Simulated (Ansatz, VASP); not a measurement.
# NbC: VASP beside Ansatz

Contents of INCAR:

```
  PREC = Accurate
  ENCUT = 600
  EDIFF = 1E-6
  ISMEAR = -1
  SIGMA = 0.05
  LREAL = F
  LASPH = T
  NELM = 120
  ALGO = Normal
  ISIF = 2
  LWAVE = F
  LCHARG = T
  GGA = CA
  LELF = T
  LVHAR = T
  NBANDS = 16
  GGA_COMPAT = F
```

Contents of KPOINTS:

```
regular mesh
0
Gamma
  11 11 11
```

POSCAR

```
NbC
1.0
    0.0000000000      2.2345500000      2.2345500000
    2.2345500000      0.0000000000      2.2345500000
    2.2345500000      2.2345500000      0.0000000000
Nb C
1 1
Direct
    0.0000000000      0.0000000000      0.0000000000
    0.5000000000      0.5000000000      0.5000000000
```

Input for Ansatz:

```yaml
crystal:
  lattice:
    - [0.0, 2.23455, 2.23455]
    - [2.23455, 0.0, 2.23455]
    - [2.23455, 2.23455, 0.0]
  atoms:
    - { symbol: Nb, position: [0.0, 0.0, 0.0] }
    - { symbol: C, position: [0.5, 0.5, 0.5] }
kpoints:
  mp_grid:
    grid: [11, 11, 11]
hamiltonian:
  xc: lda
  pseudopotentials:
    kind: all_electron
    lapw: {}
scf:
  occupations:
    method: fermi_dirac
    width: 0.05
output:
  forces: true
  stress: true
  eigenvalues: true
```

Alike in both runs: task single point; functional LDA; k mesh 11 × 11 × 11; occupations fermi-dirac, width 0.05 eV; no spin polarisation.

|  | VASP | Ansatz |
| --- | --- | --- |
| version | VASP 6.6.1 | Ansatz 0.2.0 |
| potentials or method | VASP PAW LDA potentials, release 64 (Nb_sv, C), cutoff 600 eV | all-electron (LAPW or listed datasets) |

VASP gave:

| Item | Value |
| --- | --- |
| gap on the k mesh at the Fermi level (eV) | none |
| pressure (GPa) | -9.0 |

Q: What did Ansatz give for the same quantities?

A: gap on the k mesh at the Fermi level (eV): none; pressure (GPa): -8.9.

LDA's correlation is that of Perdew and Zunger in VASP and of Perdew and Wang (1992) in Ansatz. A gap of «none» marks a metal or a gap that the smearing closes. Ansatz ran all-electron here, and VASP with PAW potentials.
